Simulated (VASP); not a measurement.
# Rh (P6_3/mmc) in VASP: a series of runs

Rh is run at these levels: r2SCAN; tasks: single point.

Program: VASP 6.6.1. These are calculated values, not measurements. Logs are shortened: lines on timing, memory, paths and dates and some standing lists are left out, and cuts for length are marked.

### Step 1. The cell of the first run

It takes space group P6_3/mmc (No. 194, hexagonal). Conventional cell: a = 2.689 Å, b = 2.689 Å, c = 8.777 Å, α = 90.00°, β = 90.00°, γ = 120.00°. Rh (site symmetry -3m) has 12 Rh at 2.69 Å within 3.5 Å. Within 3.5 Å of Rh (site symmetry -6m2) lie 12 Rh at 2.69 Å.

This isn't the form of Rh at room conditions, which is fcc.

### Step 2. Single point, r2SCAN

Input file POSCAR:

```
Rh
1.0
    2.6888480622      0.0000000000      0.0000000000
   -1.3444240311      2.3286107288      0.0000000000
    0.0000000000      0.0000000000     17.5548003274
Rh
8
Direct
    0.0000000000      0.0000000000      0.5000000000
    0.0000000000      0.0000000000      0.0000000000
    0.3333333333      0.6666666667      0.1250000000
    0.3333333333      0.6666666667      0.6250000000
    0.0000000000      0.0000000000      0.2500000000
    0.0000000000      0.0000000000      0.7500000000
    0.6666666667      0.3333333333      0.3750000000
    0.6666666667      0.3333333333      0.8750000000
```

Input file INCAR.step1:

```
PREC = Accurate
ENCUT = 520
ISMEAR = 0
SIGMA = 0.15
LREAL = F
LASPH = T
NELM = 80
NBANDS = 70
GGA = PE
ALGO = Normal
EDIFF = 1E-4
LWAVE = T
LCHARG = F
```

Input file INCAR.step2:

```
PREC = Accurate
ENCUT = 520
EDIFF = 1E-7
ISMEAR = 0
SIGMA = 0.15
LREAL = F
LASPH = T
NELM = 80
ALGO = Normal
ISIF = 2
LWAVE = F
LCHARG = T
METAGGA = R2SCAN
LMIXTAU = T
LELF = T
LVHAR = T
NBANDS = 70
ISTART = 1
```

Input file KPOINTS:

```
regular mesh
0
Gamma
  12 12 2
```

Potentials or basis: VASP PAW PBE potentials, release 64 (Rh_pv).

Started as:

```
$ cat potpaw_PBE.64/Rh_pv/POTCAR > POTCAR
$ cp INCAR.step1 INCAR
$ mpirun -np 1 vasp_std > vasp.out
$ cp INCAR.step2 INCAR
$ mpirun -np 1 vasp_std > vasp.out
```

OUTCAR:

```text
PREC = Accurate
   ENCUT = 520
   EDIFF = 1E-7
   ISMEAR = 0
   LREAL = F
   LASPH = T
   NELM = 80
   ISIF = 2
   METAGGA = R2SCAN
   ISTART = 1

 ion  position               nearest neighbor table
   1  0.000  0.000  0.500-   4 2.69   7 2.69   7 2.69   4 2.69   7 2.69   4 2.69
   2  0.000  0.000  0.000-   3 2.69   8 2.69   8 2.69   3 2.69   8 2.69   3 2.69
   3  0.333  0.667  0.125-   2 2.69   5 2.69   2 2.69   5 2.69   2 2.69   5 2.69
   4  0.333  0.667  0.625-   1 2.69   6 2.69   1 2.69   6 2.69   1 2.69   6 2.69
   5  0.000  0.000  0.250-   3 2.69   7 2.69   7 2.69   3 2.69   7 2.69   3 2.69
   6  0.000  0.000  0.750-   4 2.69   8 2.69   8 2.69   4 2.69   8 2.69   4 2.69
   7  0.667  0.333  0.375-   1 2.69   5 2.69   1 2.69   5 2.69   1 2.69   5 2.69
   8  0.667  0.333  0.875-   2 2.69   6 2.69   2 2.69   6 2.69   2 2.69   6 2.69

  LATTYP: Found a hexagonal cell.
 ALAT       =     2.6888480622
 C/A-ratio  =     6.5287438789

  Lattice vectors:

 A1 = (   2.6888480622,   0.0000000000,   0.0000000000)
 A2 = (  -1.3444240311,   2.3286107288,   0.0000000000)
 A3 = (   0.0000000000,   0.0000000000,  17.5548003274)

Analysis of symmetry for initial positions (statically):
=====================================================================
 Subroutine PRICEL returns following result:

  LATTYP: Found a hexagonal cell.
 ALAT       =     2.6888480622
 C/A-ratio  =     3.2643719395

  Lattice vectors:

 A1 = (   2.6888480622,   0.0000000000,   0.0000000000)
 A2 = (  -1.3444240311,   2.3286107288,   0.0000000000)
 A3 = (   0.0000000000,   0.0000000000,   8.7774001637)

   2 primitive cells build up your supercell.

 Routine SETGRP: Setting up the symmetry group for a
 hexagonal supercell.

 Subroutine GETGRP returns: Found 24 space group operations
 (whereof 12 operations were pure point group operations)
 out of a pool of 24 trial point group operations.

The static configuration has the point symmetry D_3d.
 The point group associated with its full space group is D_6h.

Analysis of symmetry for dynamics (positions and initial velocities):
=====================================================================
 Subroutine PRICEL returns following result:

  LATTYP: Found a hexagonal cell.
 ALAT       =     2.6888480622
 C/A-ratio  =     3.2643719395

  Lattice vectors:

 A1 = (   2.6888480622,   0.0000000000,   0.0000000000)
 A2 = (  -1.3444240311,   2.3286107288,   0.0000000000)
 A3 = (   0.0000000000,   0.0000000000,   8.7774001637)

   2 primitive cells build up your supercell.

 Routine SETGRP: Setting up the symmetry group for a
 hexagonal supercell.

 Subroutine GETGRP returns: Found 24 space group operations
 (whereof 12 operations were pure point group operations)
 out of a pool of 24 trial point group operations.

The dynamic configuration has the point symmetry D_3d.
 The point group associated with its full space group is D_6h.

 Subroutine INISYM returns: Found 24 space group operations
 (whereof 12 operations are pure point group operations),
 and found     2 'primitive' translations

----------------------------------------------------------------------------------------

                                     Primitive cell

  volume of cell :      54.9578

  direct lattice vectors                    reciprocal lattice vectors
     2.688848062  0.000000000  0.000000000     0.371906473  0.214720302  0.000000000
    -1.344424031  2.328610729  0.000000000     0.000000000  0.429440605  0.000000000
     0.000000000  0.000000000  8.777400164     0.000000000  0.000000000  0.113928952

  length of vectors
     2.688848062  2.688848062  8.777400164     0.429440605  0.429440605  0.113928952

  position of ions in fractional coordinates (direct lattice)
     0.000000000  0.000000000  1.000000000
     0.333333333  0.666666667  0.250000000
     0.000000000  0.000000000  0.500000000
     0.666666667  0.333333333  0.750000000

  ion indices of the primitive-cell ions
   primitive index   ion index
                 1           1
                 2           4
                 3           5
                 4           7

----------------------------------------------------------------------------------------

 KPOINTS: regular mesh

Automatic generation of k-mesh.
 Grid dimensions read from file:
 generate k-points for:   12   12    2

 Generating k-lattice:

  Cartesian coordinates                     Fractional coordinates (reciprocal lattice)
     0.030992206  0.017893359  0.000000000     0.083333333  0.000000000  0.000000000
     0.000000000  0.035786717  0.000000000     0.000000000  0.083333333  0.000000000
     0.000000000  0.000000000  0.028482238     0.000000000  0.000000000  0.500000000

  Length of vectors
     0.035786717  0.035786717  0.028482238

  Shift w.r.t. Gamma in fractional coordinates (k-lattice)
     0.000000000  0.000000000  0.000000000

 Subroutine IBZKPT returns following result:
 ===========================================

 Found     38 irreducible k-points:

 Following reciprocal coordinates:
            Coordinates               Weight
  0.000000  0.000000  0.000000      1.000000
  0.083333  0.000000  0.000000      6.000000
  0.166667  0.000000  0.000000      6.000000
  0.250000  0.000000  0.000000      6.000000
  0.333333  0.000000  0.000000      6.000000
  0.416667 -0.000000  0.000000      6.000000
[... 16 lines left out ...]
  0.250000  0.000000  0.500000      6.000000
  0.333333  0.000000  0.500000      6.000000
 [... further k-points ...]
   k-points           NKPTS =     38   k-points in BZ     NKDIM =     38   number of bands    NBANDS=     70
   number of dos      NEDOS =    301   number of ions     NIONS =      8
   total plane-waves  NPLWV =  56000
   dimension x,y,z NGX =    20 NGY =   20 NGZ =  140
   dimension x,y,z NGXF=    40 NGYF=   40 NGZF=  280
   ions per type =               8
   NGX,Y,Z   is equivalent  to a cutoff of  12.37, 12.37, 13.26 a.u.
   NGXF,Y,Z  is equivalent  to a cutoff of  24.73, 24.73, 26.52 a.u.
 SYSTEM =  unknown system
   PREC   = accura    normal or accurate (medium, high low for compatibility)
   ISTART =      1    job   : 0-new  1-cont  2-samecut
   ICHARG =      0    charge: 1-file 2-atom 10-const
   ISPIN  =      1    spin polarized calculation?
   LNONCOLLINEAR =      F non collinear calculations
   LSORBIT =      F    spin-orbit coupling
   LASPH  =      T    aspherical Exc in radial PAW
   ENCUT  =  520.0 eV  38.22 Ry    6.18 a.u.   5.00  5.00 32.64*2*pi/ulx,y,z
   NELM   =     80;   NELMIN=  2; NELMDL=  0     # of ELM steps
   EDIFF  = 0.1E-06   stopping-criterion for ELM
   LREAL  =      F    real-space projection
   EDIFFG = 0.1E-05   stopping-criterion for IOM
   NSW    =      0    number of steps for IOM
   IBRION =     -1    ionic relax: 0-MD 1-quasi-New 2-CG
   NFREE  =      0    steps in history (QN), initial steepest desc. (CG)
   ISIF   =      2    stress and relaxation
   ISYM   =      2    0-nonsym 1-usesym 2-fastsym
   POTIM  = 0.5000    time-step for ionic-motion
   TEBEG  =    0.0;   TEEND  =   0.0 temperature during run
   PSTRESS=    0.0 pullay stress
   NELECT =     120.0000    total number of electrons
   NUPDOWN=      -1.0000    fix difference up-down
   EMIN   =  10.00;   EMAX   =-10.00  energy-range for DOS
   EFERMI =   0.00;   METHOD = LEGACY
   ISMEAR =     0;   SIGMA  =   0.15  broadening in eV -4-tet -1-fermi 0-gaus
   EFERMI_NEDOS =   21; number of points for ismear=-14 and -15
   IALGO  =     38    algorithm
   IMIX   =      4    mixing-type and parameters
     AMIX     =   0.40;   BMIX     =  1.00
     AMIX_MAG =   1.60;   BMIX_MAG =  1.00
  volume/ion in A,a.u.               =      13.74        92.72
  Fermi-wavevector in a.u.,A,eV,Ry     =   1.685708  3.185525 38.662450  2.841610
  Thomas-Fermi vector in A             =   2.768503
   LORBIT       =      0    0 simple, 1 ext, 2 COOP (PROOUT), +10 PAW based schemes
   METAGGA = R2SCAN    functional components
   LHFCALC =     F    Hartree Fock is set to
   AEXX    =    0.0000 exact exchange contribution
   IVDW    =     0    specifies the selected vdW correction
   LEPSILON=     F    determine dielectric tensor
   LRPA    =     F    only Hartree local field effects (RPA)
 non-spin polarized calculation
 Gauss-broadening in eV      SIGMA  =   0.15
  energy-cutoff  :      520.00
  volume of cell :      109.92
 maximum number of plane-waves:      3018
 NGX is ok and might be reduce to    20
   NGX =  9   NGY =  9   NGZ = 65

 number of electron     119.9999988 magnetization

 Free energy of the ion-electron system (eV)
  ---------------------------------------------------
  ext. energy  EPLUGINS =         0.00000000
  ---------------------------------------------------
  free energy    TOTEN  =      -192.99091594 eV

  energy without entropy =     -192.89382368  energy(sigma->0) =     -192.94236981

 E-fermi :  11.7696     XC(G=0): -15.2102

 val. band max:       11.7543233508   @ k =   0.4167   0.1667   0.0000
 cond. band min:      11.7733001709   @ k =   0.3333   0.0000   0.0000
 fundamental gap:      0.0189768200
 Fermi energy:        11.7695887387

 k-point     1 :       0.0000    0.0000    0.0000
  band No.  band energies     occupation
      1     -36.8219      2.00000
      2     -36.7099      2.00000
      3     -36.7099      2.00000
      4     -36.4437      2.00000
      5     -36.4251      2.00000
      6     -36.1513      2.00000
[... 62 lines left out ...]
     69      11.8425      0.49197
     70      12.2057      0.00004

 k-point     2 :       0.0833    0.0000    0.0000
  band No.  band energies     occupation
      1     -36.8047      2.00000
      2     -36.6990      2.00000
      3     -36.6990      2.00000
      4     -36.4477      2.00000
      5     -36.4311      2.00000
      6     -36.1832      2.00000
[... 1598 lines left out ...]
 k-point    24 :       0.3333    0.0000    0.5000
  band No.  band energies     occupation
      1     -36.6899      2.00000
      2     -36.6899      2.00000
      3     -36.6402      2.00000
      4     -36.6402      2.00000
      5     -36.6248      2.00000
      6     -36.6248      2.00000
[... 62 lines left out ...]
     69      14.7909      0.00000
     70      14.7909      0.00000

 [... further k-points ...]

------------------------ aborting loop because EDIFF is reached ----------------------------------------

  FORCE on cell =-STRESS in cart. coord.  units (eV):
  Direction    XX          YY          ZZ          XY          YZ          ZX
  --------------------------------------------------------------------------------------
  -------------------------------------------------------------------------------------
  Total        0.8337068      0.8337068      0.8375763     -0.0000000     -0.0000000      0.0000000
  in kB       12.1524785     12.1524785     12.2088827     -0.0000000     -0.0000000      0.0000000
  external PRESSURE =      12.1712799 kB  Pullay stress =       0.0000000 kB

 VOLUME and BASIS-vectors are now :
 -----------------------------------------------------------------------------
  energy-cutoff  :      520.00
  volume of cell :      109.92
      direct lattice vectors                 reciprocal lattice vectors
     2.688848062  0.000000000  0.000000000     0.371906473  0.214720302  0.000000000
    -1.344424031  2.328610729  0.000000000     0.000000000  0.429440605  0.000000000
     0.000000000  0.000000000 17.554800327     0.000000000  0.000000000  0.056964476

 POSITION                                       TOTAL-FORCE (eV/Angst)
 -----------------------------------------------------------------------------------
      0.00000      0.00000      8.77740        -0.000000     -0.000000     -0.000000
      0.00000      0.00000      0.00000        -0.000000     -0.000000     -0.000000
     -0.00000      1.55241      2.19435         0.000000     -0.000000      0.000000
     -0.00000      1.55241     10.97175         0.000000     -0.000000      0.000000
      0.00000      0.00000      4.38870        -0.000000     -0.000000     -0.000000
      0.00000      0.00000     13.16610        -0.000000     -0.000000     -0.000000
      1.34442      0.77620      6.58305        -0.000000      0.000000     -0.000000
      1.34442      0.77620     15.36045        -0.000000      0.000000     -0.000000
 -----------------------------------------------------------------------------------
    total drift:                               -0.000000      0.000000      0.000000

  FREE ENERGIE OF THE ION-ELECTRON SYSTEM (eV)
  ---------------------------------------------------
  free  energy   TOTEN  =      -192.9909159380 eV

  energy  without entropy=     -192.8938236774  energy(sigma->0) =     -192.94236981
```

It took 20 min on 1 thread of Intel Xeon Platinum 8488C (Sapphire Rapids), shared host; peak memory 0.36 GiB.

What came out:

```
Free energy            : -192.9909 eV
Pressure               : 1.2 GPa
Band gap on the k mesh : zero (bands 60 and 61 overlap by 2.06 eV)
```

Levels at points of the mesh, in eV from the Fermi level:
| k point | band 57 | band 58 | band 59 | band 60 | band 61 | band 62 |
| --- | --- | --- | --- | --- | --- | --- |
| (0.00, 0.00, 0.00) | -1.21 | -1.21 | -1.21 | -1.05 | -1.05 | -0.91 |
| (0.50, 0.00, 0.00) | 0.60 | 0.62 | 0.68 | 0.84 | 0.84 | 0.86 |
| (0.00, 0.00, 0.50) | -1.43 | -1.43 | -1.00 | -1.00 | -1.00 | -1.00 |
| (0.50, 0.00, 0.50) | 0.58 | 0.58 | 0.65 | 0.65 | 0.85 | 0.85 |

Caveat: the PAW data sets were made with another functional, which shifts forces and pressure a little.

### Step 3. Single point, r2SCAN (14.15 Å³/atom)

Input file POSCAR:

```
Rh
1.0
    2.7154720524      0.0000000000      0.0000000000
   -1.3577360262      2.3516677807      0.0000000000
    0.0000000000      0.0000000000      8.8643107724
Rh
4
Direct
    0.0000000000      0.0000000000      0.0000000000
    0.3333333333      0.6666666667      0.2500000000
    0.0000000000      0.0000000000      0.5000000000
    0.6666666667      0.3333333333      0.7500000000
```

Input file INCAR.step1:

```
  PREC = Accurate
  ENCUT = 520
  ISMEAR = 0
  SIGMA = 0.1
  LREAL = F
  LASPH = T
  NELM = 100
  NBANDS = 38
  GGA = PE
  ALGO = Normal
  EDIFF = 1E-4
  LWAVE = T
  LCHARG = F
```

Input file INCAR.step2:

```
  PREC = Accurate
  ENCUT = 520
  EDIFF = 1E-6
  ISMEAR = 0
  SIGMA = 0.1
  LREAL = F
  LASPH = T
  NELM = 100
  ALGO = Normal
  ISIF = 2
  LWAVE = F
  LCHARG = F
  METAGGA = R2SCAN
  LMIXTAU = T
  NBANDS = 38
  ISTART = 1
```

Input file KPOINTS:

```
Automatic mesh
0
Gamma
  18 18 6
```

Potentials or basis: VASP PAW PBE potentials, release 64 (Rh_pv).

Started as:

```
$ cat potpaw_PBE.64/Rh_pv/POTCAR > POTCAR
$ cp INCAR.step1 INCAR
$ mpirun -np 1 vasp_std > vasp.out
$ cp INCAR.step2 INCAR
$ mpirun -np 1 vasp_std > vasp.out
```

It took 14 min on 1 thread of Oxide Virtual Turin-like, shared host; peak memory 0.3 GiB.

The run converged. Its results:

* Free energy: -96.4451 eV
* Pressure: -6.6 GPa
* Band gap on the k mesh: zero (bands 30 and 31 overlap by 1.99 eV)

Stress tensor (GPa, compression positive):
```
-6.61  0.00  0.00
 0.00 -6.61  0.00
 0.00  0.00 -6.71
```

Levels at points of the mesh, in eV from the Fermi level:
```csv
k point,band 27,band 28,band 29,band 30,band 31,band 32,band 33,band 34
"(0.00, 0.00, 0.00)",-2.60,-1.47,-1.47,-0.88,-0.88,-0.37,-0.37,0.40
"(0.50, 0.00, 0.00)",0.53,0.58,0.64,0.81,0.83,0.87,1.42,2.46
"(0.00, 0.00, 0.50)",-1.16,-1.16,-1.16,-1.16,-1.00,-1.00,0.06,0.06
"(0.50, 0.00, 0.50)",-0.14,-0.14,0.56,0.56,0.79,0.79,2.97,2.97
```

Caveat: the cell stands under tension; the PAW data sets were made with another functional, which shifts forces and pressure a little.

### Step 4. Single point, r2SCAN (biaxial strain in the a-b plane: -1.0 %, then relaxed in part)

Input file POSCAR:

```
Rh
1.0
    2.6619595818      0.0000000000      0.0000000000
   -1.3309797909      2.3053246216      0.0000000000
    0.0000000000      0.0000000000      8.8322613643
Rh
4
Direct
    0.0000000000      0.0000000000      0.0000000000
    0.3333333333      0.6666666667      0.2500000000
    0.0000000000      0.0000000000      0.5000000000
    0.6666666667      0.3333333333      0.7500000000
```

Input file INCAR.step1:

```
SYSTEM = Rh
ALGO = Normal
EDIFF = 1E-5
ENCUT = 550
GGA = PE
GGA_COMPAT = .False.
ISMEAR = 0
LASPH = .True.
LCHARG = .False.
LREAL = .False.
LWAVE = .True.
NBANDS = 38
NELM = 120
PREC = Accurate
SIGMA = 0.1
```

Input file INCAR.step2:

```
SYSTEM = Rh
ALGO = Normal
EDIFF = 1E-6
ENCUT = 550
GGA_COMPAT = .False.
ISIF = 2
ISMEAR = 0
ISTART = 1
LASPH = .True.
LCHARG = .False.
LMIXTAU = .True.
LREAL = .False.
LWAVE = .False.
METAGGA = R2SCAN
NBANDS = 38
NELM = 120
PREC = Accurate
SIGMA = 0.1
```

Input file KPOINTS:

```
k-points
0
Gamma
  24 24 6
  0 0 0
```

Started as:

```
$ cat potpaw_PBE.64/Rh_pv/POTCAR > POTCAR
$ cp INCAR.step1 INCAR
$ mpirun -np 1 vasp_std > vasp.out
$ cp INCAR.step2 INCAR
$ mpirun -np 1 vasp_std > vasp.out
```

Wall time 55 min (1 thread of Oxide Virtual Turin-like, shared host); peak memory 0.42 GiB.

It converged, with:

- Free energy: -96.4463 eV
- Pressure: 5.3 GPa
- Band gap on the k mesh: zero (bands 30 and 31 overlap by 2.16 eV)

Stress tensor (GPa, compression positive):
```
7.41 0.00 0.00
0.00 7.41 0.00
0.00 0.00 1.16
```

Levels at points of the mesh, in eV from the Fermi level:
```tsv
k point	band 27	band 28	band 29	band 30	band 31	band 32	band 33	band 34
(0.00, 0.00, 0.00)	-2.79	-1.50	-1.50	-0.86	-0.86	-0.38	-0.38	0.42
(0.50, 0.00, 0.00)	0.60	0.66	0.77	0.91	0.93	0.94	1.45	2.51
(0.00, 0.00, 0.50)	-1.20	-1.20	-1.19	-1.19	-1.19	-1.19	0.07	0.07
(0.50, 0.00, 0.50)	-0.15	-0.15	0.70	0.70	0.91	0.91	3.12	3.12
```

Caveat: the cell differs from its parent crystal (biaxial strain in the a-b plane: -1.0 %, then relaxed in part); the stress differs along the axes, from 1 to 7 GPa; the PAW data sets were made with another functional, which shifts forces and pressure a little.

### Step 5. Overview

| cell | k mesh | cutoff (eV) | smearing | gap on the mesh (eV) | pressure (GPa) |
| --- | --- | --- | --- | --- | --- |
| a = 2.689, b = 2.689, c = 17.555 Å, angles 90.0, 90.0, 120.0°, 8 atoms, atomic positions A | 12 × 12 × 2 | 520 | gaussian 0.15 eV | none | 1.2 |
| a = 2.715, b = 2.715, c = 8.864 Å, angles 90.0, 90.0, 120.0°, 4 atoms, atomic positions B | 18 × 18 × 6 | 520 | gaussian 0.1 eV | none | -6.6 |
| a = 2.662, b = 2.662, c = 8.832 Å, angles 90.0, 90.0, 120.0°, 4 atoms, atomic positions B | 24 × 24 × 6 | 550 | gaussian 0.1 eV | none | 5.3 |

Alike in all rows: task single point; level r2SCAN; potentials or basis VASP PAW PBE potentials, release 64 (Rh_pv); no spin polarisation.

Caveats: the PAW data sets were made with another functional, which shifts forces and pressure a little; the cell stands under tension (at least some runs); the stress differs along the axes, from 1 to 7 GPa (at least some runs).

Total energies depend on the potentials used, so only differences within one code and one set of settings carry meaning.
